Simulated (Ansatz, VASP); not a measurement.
# One calculation of Be2Br3, two programs

```xyz
5
Lattice="4.9645 -1.7725 -0.2202 4.9645 1.7725 -0.2202 -0.6514 0.0000 9.3334" Properties=species:S:1:pos:R:3 pbc="T T T"
Be   -1.1213    0.0000    6.2746
Be   -1.1540    0.0000    2.7469
Br    4.7440    0.0000    1.7433
Br    4.9715    0.0000    6.6150
Br    7.5844    0.0000    4.0521
```

Change from the starting cell: species swapped into the B2Pt3 type (Cm, No. 8).

Alike in both runs: functional PBE; k mesh 6 × 6 × 2; occupations gaussian, width 0.1 eV; no spin polarisation.

Ansatz relaxed the structure, and its values are those at the end. VASP's run is a single point on that final structure, the one shown.

|  | VASP | Ansatz |
| --- | --- | --- |
| version | VASP 6.6.1 | Ansatz 0.2.0 |
| potentials or method | VASP PAW PBE potentials, release 64 (Be, Br), cutoff 520 eV | scalar-relativistic, plane waves, PAW |
| valence electrons in the cell | 25 | 25 |

Ansatz gave:

```
gap on the k mesh at the Fermi level (eV) : none
pressure (GPa)                            : 0.1
rms of the force components (eV/Å)        : 0.008
```

Task: Estimate VASP's values.

Result: gap on the k mesh at the Fermi level (eV): none; pressure (GPa): 0.1; rms of the force components (eV/Å): 0.009.

A gap of «none» marks a metal or a gap that the smearing closes. With one functional, cell and mesh, what is left measures potentials, basis and numerics.
